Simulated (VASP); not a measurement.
# Sb (R-3m) in VASP: further runs, part 2 of 2

VASP 6.6.1.

### 3 Single point, PBEsol

This run uses another cell than the first one, of 29.30 Å³/atom, 1.032 times its volume.

The input, INCAR:

```
PREC = Accurate ; ENCUT = 520
EDIFF = 1E-6 ; ISMEAR = -1
SIGMA = 0.05 ; LREAL = False
LASPH = True ; NELM = 100
ALGO = Normal ; ISIF = 2
LWAVE = False ; LCHARG = False
GGA = PS ; NBANDS = 12
```

The input, KPOINTS:

```
regular mesh
0
Gamma
  8 8 8
```

The input, POSCAR:

```
Sb
1.0
    2.1324389162      1.2311662117      3.7200378086
   -2.1324389162      1.2311662117      3.7200378086
    0.0000000000     -2.4623324235      3.7200378086
Sb
2
Direct
    0.2334900000      0.2334900000      0.2334900000
    0.7665100000      0.7665100000      0.7665100000
```

Potentials or basis: VASP PAW PBE potentials, release 64 (Sb).

Run with:

```sh
$ cat potpaw_PBE.64/Sb/POTCAR > POTCAR
$ mpirun -np 1 vasp_std > vasp.out
```

OUTCAR:

```text
PREC = Accurate
   ENCUT = 520
   EDIFF = 1E-6
   ISMEAR = -1
   LREAL = False
   LASPH = True
   NELM = 100
   ISIF = 2
   GGA = PS

 ion  position               nearest neighbor table
   1  0.233  0.233  0.233-   2 2.88   2 2.88   2 2.88   2 3.32   2 3.32   2 3.32
   2  0.767  0.767  0.767-   1 2.88   1 2.88   1 2.88   1 3.32   1 3.32   1 3.32

  LATTYP: Found a trigonal (rhomboedric) cell.
 ALAT       =     4.4611374412
 COS(alpha) =     0.5430245193

  Lattice vectors:

 A1 = (   2.1324389162,   1.2311662117,   3.7200378086)
 A2 = (  -2.1324389162,   1.2311662117,   3.7200378086)
 A3 = (   0.0000000000,  -2.4623324235,   3.7200378086)

Analysis of symmetry for initial positions (statically):
=====================================================================
 Subroutine PRICEL returns:
 Original cell was already a primitive cell.

 Routine SETGRP: Setting up the symmetry group for a
 trigonal (rhombohedral) supercell.

 Subroutine GETGRP returns: Found 12 space group operations
 (whereof 12 operations were pure point group operations)
 out of a pool of 12 trial point group operations.

The static configuration has the point symmetry D_3d.

Analysis of symmetry for dynamics (positions and initial velocities):
=====================================================================
 Subroutine PRICEL returns:
 Original cell was already a primitive cell.

 Routine SETGRP: Setting up the symmetry group for a
 trigonal (rhombohedral) supercell.

 Subroutine GETGRP returns: Found 12 space group operations
 (whereof 12 operations were pure point group operations)
 out of a pool of 12 trial point group operations.

The dynamic configuration has the point symmetry D_3d.

 Subroutine INISYM returns: Found 12 space group operations
 (whereof 12 operations are pure point group operations),
 and found     1 'primitive' translations

----------------------------------------------------------------------------------------
[... 121 lines left out ...]
   IVDW    =     0    specifies the selected vdW correction
   LEPSILON=     F    determine dielectric tensor
   LRPA    =     F    only Hartree local field effects (RPA)
 non-spin polarized calculation
  energy-cutoff  :      520.00
  volume of cell :       58.60
 maximum number of plane-waves:      1592
 NGX is ok and might be reduce to    36
   NGX = 17   NGY = 17   NGZ = 17

 number of electron      10.0000000 magnetization

 Free energy of the ion-electron system (eV)
  ---------------------------------------------------
  ext. energy  EPLUGINS =         0.00000000
  ---------------------------------------------------
  free energy    TOTEN  =        -9.10625141 eV

  energy without entropy =       -9.10342448  energy(sigma->0) =       -9.10483795

 E-fermi :   7.6038     XC(G=0):  -9.7942

 val. band max:        7.5968867989   @ k =   0.3750   0.1250   0.1250
 cond. band min:       7.6217507710   @ k =   0.5000   0.5000   0.5000
 fundamental gap:      0.0248639721
 Fermi energy:         7.6038371833

 k-point     1 :       0.0000    0.0000    0.0000
  band No.  band energies     occupation
      1      -5.4595      2.00000
      2       2.8793      2.00000
      3       5.3861      2.00000
      4       5.6745      2.00000
      5       5.6745      2.00000
      6       9.5900      0.00000
      7      10.2652      0.00000
      8      10.2652      0.00000
      9      12.5648      0.00000
     10      12.5649      0.00000
     11      12.7441      0.00000
     12      13.9195      0.00000
[... 331 lines left out ...]
 k-point    24 :       0.3750    0.1250    0.1250
  band No.  band energies     occupation
      1      -4.4255      2.00000
      2      -0.0618      2.00000
      3       4.0149      2.00000
      4       5.9398      2.00000
      5       7.5969      1.06939
      6       7.7717      0.06736
      7       8.1785      0.00002
      8      10.6257      0.00000
      9      12.4572      0.00000
     10      13.4401      0.00000
     11      14.6967      0.00000
     12      16.5391      0.00000

 [... further k-points ...]

------------------------ aborting loop because EDIFF is reached ----------------------------------------

  FORCE on cell =-STRESS in cart. coord.  units (eV):
  Direction    XX          YY          ZZ          XY          YZ          ZX
  --------------------------------------------------------------------------------------
  -------------------------------------------------------------------------------------
  Total        0.9022139      0.9022168      0.5319377     -0.0000000     -0.0000000      0.0000000
  in kB       24.6676734     24.6677547     14.5438533     -0.0000000     -0.0000000      0.0000000
  external PRESSURE =      21.2930938 kB  Pullay stress =       0.0000000 kB

 VOLUME and BASIS-vectors are now :
 -----------------------------------------------------------------------------
  energy-cutoff  :      520.00
  volume of cell :       58.60
      direct lattice vectors                 reciprocal lattice vectors
     2.132438916  1.231166212  3.720037809     0.234473305  0.135373003  0.089604824
    -2.132438916  1.231166212  3.720037809    -0.234473305  0.135373003  0.089604824
     0.000000000 -2.462332423  3.720037809     0.000000000 -0.270746005  0.089604824

 POSITION                                       TOTAL-FORCE (eV/Angst)
 -----------------------------------------------------------------------------------
      0.00000     -0.00000      2.60577         0.000000     -0.000000      0.330189
      0.00000     -0.00000      8.55434         0.000000      0.000000     -0.330189
 -----------------------------------------------------------------------------------
    total drift:                                0.000000      0.000000     -0.000000

  FREE ENERGIE OF THE ION-ELECTRON SYSTEM (eV)
  ---------------------------------------------------
  free  energy   TOTEN  =        -9.1062514101 eV

  energy  without entropy=       -9.1034244827  energy(sigma->0) =       -9.10483795
```

OSZICAR:

```text
N       E                     dE             d eps       ncg     rms          rms(c)
DAV:   1     0.339120794835E+02    0.33912E+02   -0.35576E+03  1560   0.655E+02
DAV:   2    -0.729795753078E+01   -0.41210E+02   -0.39482E+02  2044   0.109E+02
DAV:   3    -0.910992278203E+01   -0.18120E+01   -0.18036E+01  1952   0.252E+01
DAV:   4    -0.912466706096E+01   -0.14744E-01   -0.14726E-01  1784   0.278E+00
DAV:   5    -0.912484687649E+01   -0.17982E-03   -0.17981E-03  1908   0.331E-01    0.305E+00
DAV:   6    -0.911315351959E+01    0.11693E-01   -0.26443E-03  1816   0.283E-01    0.184E+00
DAV:   7    -0.910621245918E+01    0.69411E-02   -0.63853E-03  1780   0.437E-01    0.505E-02
DAV:   8    -0.910624436300E+01   -0.31904E-04   -0.15367E-04  1856   0.822E-02    0.164E-02
DAV:   9    -0.910625199253E+01   -0.76295E-05   -0.14194E-05  1880   0.221E-02    0.697E-03
DAV:  10    -0.910625141015E+01    0.58238E-06   -0.96723E-07  1232   0.569E-03
   1 F= -.91062514E+01 E0= -.91048379E+01  d E =-.282693E-02
```

stdout:

```text
POSCAR found type information on POSCAR Sb
 POSCAR found :  1 types and       2 ions
 scaLAPACK will be used
 -----------------------------------------------------------------------------
|                                                                             |
|                                                                             |
|     You enforced a specific xc type in the INCAR file but a different       |
|     I HOPE YOU KNOW WHAT YOU ARE DOING!                                     |
|                                                                             |
 -----------------------------------------------------------------------------

 LDA part: xc-table for (Slater+PW92), standard interpolation
 POSCAR, INCAR and KPOINTS ok, starting setup
 FFT: planning ... GRIDC
 FFT: planning ... GRID_SOFT
 FFT: planning ... GRID
 WAVECAR not read
 entering main loop
```

Run time: 33 s. Hardware: 1 thread of Intel Xeon Platinum 8259CL at 2.50GHz (Skylake/Cascade Lake), shared host; peak memory 0.21 GiB.

What came out:

```yaml
Free_energy: -9.1063 eV
Pressure: 2.1 GPa
Largest_force: 0.330 eV/Å
Band_gap_on_the_k_mesh: zero (band 5 reaches 7.60 eV, above the bottom of band 6 at 7.29 eV)
```

Forces in eV/Å, atoms in the order of the input:
```
Sb   0.000  0.000  0.330
Sb   0.000  0.000 -0.330
```

Stress tensor (GPa, compression positive):
```
2.47 0.00 0.00
0.00 2.47 0.00
0.00 0.00 1.45
```

Levels at points of the mesh, in eV from the Fermi level:
| k point | band 3 | band 4 | band 5 | band 6 | band 7 | band 8 |
| --- | --- | --- | --- | --- | --- | --- |
| (0.00, 0.00, 0.00) | -2.22 | -1.93 | -1.93 | 1.99 | 2.66 | 2.66 |
| (0.50, 0.00, 0.00) | -2.09 | -1.97 | -0.37 | -0.31 | 0.07 | 0.39 |
| (0.50, 0.50, 0.00) | -5.70 | -3.98 | -3.88 | 1.29 | 5.03 | 5.58 |
| (0.50, 0.50, 0.50) | -1.44 | -1.44 | -0.56 | 0.02 | 0.02 | 1.11 |

Caveat: the PAW data sets were made with another functional, which shifts forces and pressure a little; spin-orbit coupling is left out, which moves the levels of the heavy elements.

### 4 Single point, PBEsol

This run uses another cell than the first one, of 30.21 Å³/atom, 1.064 times its volume.

The input, INCAR:

```
SYSTEM = Sb
PREC = Accurate
ENCUT = 520
EDIFF = 1E-6
ISMEAR = -1
SIGMA = 0.05
LREAL = .False.
LASPH = .True.
NELM = 60
ALGO = Normal
ISIF = 2
LWAVE = .False.
LCHARG = .False.
GGA = PS
NBANDS = 12
```

The input, KPOINTS:

```
Automatic mesh
0
Gamma
  8 8 8
  0 0 0
```

The input, POSCAR:

```
Sb
1.0
    2.1542000000      1.2437300000      3.7580000000
   -2.1542000000      1.2437300000      3.7580000000
    0.0000000000     -2.4874600000      3.7580000000
Sb
2
Direct
    0.2334900000      0.2334900000      0.2334900000
    0.7665100000      0.7665100000      0.7665100000
```

Run with:

```sh
$ cat potpaw_PBE.64/Sb/POTCAR > POTCAR
$ mpirun -np 1 vasp_std > vasp.out
```

Run time: 35 s. Hardware: 1 thread of Intel Xeon Platinum 8259CL at 2.50GHz (Skylake/Cascade Lake), shared host; peak memory 0.21 GiB.

The run converged. Its results:

| Quantity | Value |
| --- | --- |
| Free energy | -9.1191 eV |
| Pressure | 0.2 GPa |
| Largest force | 0.157 eV/Å |
| Band gap on the k mesh | zero (band 5 reaches 7.20 eV, above the bottom of band 6 at 6.89 eV) |

Forces on the atoms (eV/Å):
```
Sb   0.000  0.000  0.157
Sb   0.000  0.000 -0.157
```

Stress tensor (GPa, compression positive):
```
 0.41  0.00  0.00
 0.00  0.41  0.00
 0.00  0.00 -0.22
```

Levels at points of the mesh, in eV from the Fermi level:
| k point | band 1 | band 2 | band 3 | band 4 | band 5 | band 6 | band 7 | band 8 | band 9 | band 10 |
| --- | --- | --- | --- | --- | --- | --- | --- | --- | --- | --- |
| (0.00, 0.00, 0.00) | -12.81 | -4.88 | -2.13 | -1.86 | -1.86 | 1.99 | 2.62 | 2.62 | 5.00 | 5.00 |
| (0.50, 0.00, 0.00) | -10.44 | -9.71 | -2.01 | -1.89 | -0.35 | -0.31 | 0.09 | 0.43 | 7.43 | 8.13 |
| (0.50, 0.50, 0.00) | -10.44 | -8.08 | -5.52 | -3.83 | -3.73 | 1.40 | 4.88 | 5.44 | 6.87 | 8.67 |
| (0.50, 0.50, 0.50) | -11.27 | -9.05 | -1.38 | -1.38 | -0.59 | 0.06 | 0.06 | 1.05 | 6.86 | 8.60 |

Caveat: the PAW data sets were made with another functional, which shifts forces and pressure a little; spin-orbit coupling is left out, which moves the levels of the heavy elements.

### 5 Overview

| cell | gap on the mesh (eV) | pressure (GPa) | largest force (eV/Å) |
| --- | --- | --- | --- |
| a = 4.415 Å, angles 57.1°, 2 atoms | none | 4.4 | 0.52 |
| a = 4.461 Å, angles 57.1°, 2 atoms | none | 2.1 | 0.33 |
| a = 4.507 Å, angles 57.1°, 2 atoms | none | 0.2 | 0.16 |

Alike in all rows: task single point; level PBEsol; potentials or basis VASP PAW PBE potentials, release 64 (Sb); no spin polarisation; k mesh 8 × 8 × 8; cutoff (eV) 520; smearing fermi-dirac 0.05 eV.

Caveats: the PAW data sets were made with another functional, which shifts forces and pressure a little; spin-orbit coupling is left out, which moves the levels of the heavy elements.

Total energies depend on the potentials used, so only differences within one code and one set of settings carry meaning.
